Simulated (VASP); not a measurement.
# Al48H2O71 (a cell with a defect): single point with PBEsol

System: Al48H2O71 (a cell with a defect).

```
Al O H
1.0
     9.54786    0.00000    0.00000
    -4.77393    8.26869    0.00000
     0.00000    0.00000   13.01358
Al O H
48 71 2
Cartesian
  2.3950 1.3724 2.4201
  0.0078 5.5028 2.4192
  7.1653 1.3746 2.4193
  4.7777 5.5051 2.4181
  0.0041 2.7490 0.2547
  -2.3790 6.8841 0.2545
  4.7775 2.7503 0.2443
  2.3944 6.8836 0.2489
  0.0048 2.7559 4.0985
  -2.3774 6.8848 4.0926
  4.7735 2.7486 4.1110
  2.3944 6.8872 4.0986
  0.0206 2.7568 6.7573
  -2.3589 6.8878 6.7583
  4.7927 2.5901 6.7623
  2.4131 6.8860 6.7686
  0.0068 0.0054 4.5733
  7.1533 4.1248 4.6076
  0.0102 8.2472 4.5808
  2.4021 4.1258 4.5951
  -4.7676 8.2623 1.9253
  -2.3821 4.1296 1.9395
  0.0085 8.2622 1.9271
  2.3916 4.1273 1.9353
  0.0165 0.0681 8.4476
  7.1492 4.1208 8.4284
  0.0228 8.2033 8.4470
  2.4553 4.0877 8.4347
  -4.7653 8.2671 11.1024
  -2.3806 4.1303 11.0857
  0.0045 8.2633 11.1008
  2.3871 4.1125 11.1042
  2.4208 1.3413 8.9209
  0.0174 5.4699 8.9265
  7.1597 1.3707 8.9279
  4.7829 5.6172 8.8986
  2.3866 1.3425 6.2691
  0.0159 5.4986 6.2721
  7.1997 1.3651 6.2702
  4.8034 5.5806 6.2404
  2.3938 1.3723 12.7797
  0.0079 5.5034 12.7768
  7.1629 1.3741 12.7720
  4.7805 5.5032 12.7748
  0.0043 2.7521 10.6110
  -2.3752 6.8778 10.6176
  4.7761 2.7566 10.5889
  2.3992 6.8794 10.6041
  -3.3078 8.2630 3.2512
  -0.9241 4.1306 3.2624
  1.4652 8.2594 3.2529
  3.8549 4.1277 3.2713
  3.1249 0.1071 1.0948
  0.7342 4.2423 1.0952
  7.8970 0.1082 1.0875
  5.5097 4.2395 1.0941
  -0.7231 1.2634 3.2539
  6.4288 5.3870 3.2719
  4.0515 1.2571 3.2640
  1.6656 5.3910 3.2623
  1.6663 2.8640 3.2642
  -0.7207 6.9930 3.2553
  6.4307 2.8660 3.2763
  4.0506 6.9996 3.2542
  0.9331 1.3723 1.0941
  -1.4567 5.5056 1.0946
  5.7088 1.3757 1.0904
  3.3199 5.5040 1.0925
  1.6574 0.0957 7.5977
  -0.7218 4.2294 7.6010
  6.4479 0.0979 7.6015
  0.7364 1.4853 5.4263
  -1.6516 5.6120 5.4348
  5.5289 1.4646 5.4196
  3.1344 5.6313 5.4247
  -1.4476 2.7525 5.4236
  -3.8237 6.9048 5.4069
  3.3207 2.7357 5.4466
  0.9387 6.8788 5.4316
  -0.7260 1.4878 11.9393
  -3.1132 5.6155 11.9305
  4.0544 1.4818 11.9469
  1.6684 5.6156 11.9314
  7.8834 2.8672 9.7727
  -4.0258 7.0295 9.7806
  3.0863 2.8214 9.8333
  0.7446 6.9767 9.7656
  3.1245 2.6378 1.0959
  0.7380 6.7683 1.0883
  7.8917 2.6388 1.0935
  5.5106 6.7669 1.0897
  3.8402 1.1795 7.5471
  1.4987 5.4774 7.5951
  8.6338 1.4089 7.6033
  6.2266 5.5126 7.5902
  1.6819 2.6180 7.5972
  -0.7098 6.7228 7.6020
  6.4622 2.6099 7.5862
  4.0744 6.9358 7.5781
  0.7452 4.0121 5.4310
  -1.6509 8.1308 5.4076
  5.4797 4.0095 5.4885
  3.1252 8.1557 5.4091
  1.4554 2.7499 11.9558
  -0.9189 6.8790 11.9412
  6.2359 2.7555 11.9215
  3.8538 6.8806 11.9325
  -1.4453 8.2387 9.7813
  0.9440 4.1167 9.7711
  8.0936 0.0077 9.7829
  5.6661 4.1469 9.7106
  0.7447 1.2690 9.7697
  -1.6560 5.3845 9.7641
  5.5006 1.2515 9.7605
  3.1444 5.3787 9.7461
  -0.7265 4.0159 11.9360
  -3.1095 8.1482 11.9452
  4.0504 4.0154 11.9351
  1.6618 8.1459 11.9351
  3.9234 4.8953 7.5297
  4.0214 3.2846 7.9589
```

- Program: VASP 6.6.1
- Task: single point
- Functional: PBEsol
- Potentials or basis: VASP PAW PBE potentials, release 64 (Al, O, H)
- Cutoff: 520 eV
- k mesh: 1 × 1 × 1, shifted
- Occupations: fermi-dirac, width 0.05 eV
- Spin: no spin polarisation
- Dipole correction: no
- Further INCAR settings: LREAL = Auto; ALGO = Normal; EDIFF = 1e-06; NBANDS = 352; ISYM = -1

* Pressure: 1.0 GPa
* Largest force: 0.022 eV/Å
* Band gap on the k mesh: 4.41 eV

Forces on the atoms (eV/Å):
```
Al   0.003 -0.002 -0.001
Al   0.003 -0.001  0.001
Al  -0.001  0.001  0.002
Al   0.001 -0.004 -0.001
Al   0.000 -0.002 -0.006
Al   0.001 -0.002 -0.007
Al   0.002 -0.001 -0.002
Al   0.002 -0.001 -0.006
Al   0.002  0.000  0.007
Al   0.001 -0.001  0.007
Al   0.000 -0.005  0.003
Al   0.002  0.000  0.006
Al   0.006  0.002 -0.001
Al  -0.001  0.001  0.001
Al  -0.006  0.014  0.001
Al   0.006 -0.006 -0.001
Al   0.000 -0.004  0.005
Al  -0.002  0.001  0.002
Al   0.002  0.002  0.003
Al   0.003 -0.002  0.006
Al   0.000  0.001  0.005
Al  -0.002  0.000  0.003
Al  -0.001  0.001  0.004
Al   0.000  0.002  0.004
Al   0.009  0.006  0.013
Al   0.005  0.001 -0.004
Al   0.004 -0.004  0.005
Al   0.020 -0.008 -0.006
Al   0.001  0.000 -0.006
Al  -0.002  0.001 -0.004
Al  -0.002  0.000 -0.008
Al   0.003 -0.001 -0.010
Al   0.001  0.006 -0.004
Al  -0.003  0.003 -0.006
Al   0.001 -0.002 -0.004
Al  -0.005 -0.014 -0.010
Al   0.001 -0.004  0.006
Al   0.000 -0.002  0.004
Al  -0.002 -0.002  0.003
Al  -0.009 -0.001  0.013
Al   0.001 -0.002  0.001
Al   0.004 -0.002  0.000
Al   0.000  0.000 -0.002
Al   0.002 -0.001  0.000
Al   0.000  0.000 -0.007
Al   0.003 -0.002 -0.004
Al  -0.001  0.000  0.000
Al   0.004 -0.008 -0.004
O   -0.004 -0.001 -0.004
O   -0.005  0.000 -0.001
O   -0.003 -0.002 -0.003
O   -0.007  0.006 -0.007
O   -0.005  0.007 -0.002
O   -0.005  0.008 -0.002
O   -0.003  0.006  0.000
O   -0.004  0.007 -0.002
O    0.002 -0.005 -0.003
O    0.004 -0.001 -0.006
O    0.002 -0.005 -0.002
O    0.002 -0.005 -0.002
O    0.004  0.004 -0.003
O    0.003  0.005 -0.004
O    0.005  0.005 -0.007
O    0.005  0.002 -0.003
O    0.004  0.003  0.000
O    0.005  0.003  0.000
O    0.003  0.000  0.001
O    0.004  0.002 -0.001
O    0.002  0.005 -0.004
O   -0.003  0.008  0.001
O   -0.001  0.009  0.002
O   -0.003  0.004 -0.004
O   -0.003  0.005 -0.002
O   -0.003  0.003 -0.003
O   -0.004  0.000 -0.004
O    0.004  0.000 -0.003
O    0.005  0.002 -0.009
O    0.006  0.006 -0.002
O    0.005  0.000 -0.003
O    0.003  0.004  0.002
O    0.000  0.006  0.005
O    0.003  0.004  0.003
O    0.002  0.005  0.005
O   -0.002  0.003  0.004
O   -0.003  0.007  0.004
O    0.003  0.006  0.000
O   -0.002  0.008  0.004
O   -0.006 -0.004 -0.001
O   -0.004 -0.003  0.001
O   -0.002 -0.003  0.000
O   -0.004 -0.004  0.001
O   -0.008  0.003 -0.001
O   -0.004 -0.002  0.001
O   -0.009 -0.003  0.001
O   -0.004 -0.003  0.001
O    0.000 -0.004 -0.005
O    0.000 -0.003  0.001
O   -0.006  0.000  0.000
O   -0.001 -0.021 -0.007
O    0.000 -0.006 -0.004
O   -0.002  0.001 -0.003
O    0.000 -0.005  0.001
O   -0.005 -0.007 -0.003
O   -0.005 -0.001  0.005
O   -0.005 -0.001  0.004
O   -0.007 -0.001  0.004
O   -0.005  0.000  0.003
O    0.006  0.002  0.001
O    0.003  0.004  0.003
O    0.005 -0.003 -0.001
O    0.003 -0.001  0.004
O   -0.004 -0.005  0.003
O   -0.003 -0.003  0.003
O   -0.003 -0.004  0.002
O   -0.005 -0.004  0.008
O    0.004 -0.005  0.002
O    0.003 -0.004  0.005
O    0.004 -0.003  0.001
O    0.003 -0.003  0.003
H   -0.002 -0.003  0.004
H   -0.011  0.012  0.012
```

Stress tensor (GPa, compression positive):
```
 0.36  0.36 -0.01
 0.36  2.56 -0.05
-0.01 -0.05  0.13
```

Levels at points of the mesh, in eV from the valence-band top:
| k point | band 282 | band 283 | band 284 | band 285 | band 286 | band 287 | band 288 | band 289 | band 290 | band 291 |
| --- | --- | --- | --- | --- | --- | --- | --- | --- | --- | --- |
| (0.25, 0.25, 0.25) | -2.37 | -2.35 | -2.30 | -2.27 | 0.00 | 4.41 | 4.75 | 5.20 | 5.66 | 5.75 |

It took 23 min on 1 thread of Intel(R) Xeon(R) Platinum 8259CL CPU @ 2.50GHz (Skylake/Cascade Lake), on a shared host, peak memory 1.1 GiB.

Caveat: the PAW data sets were made with another functional, which shifts forces and pressure a little.
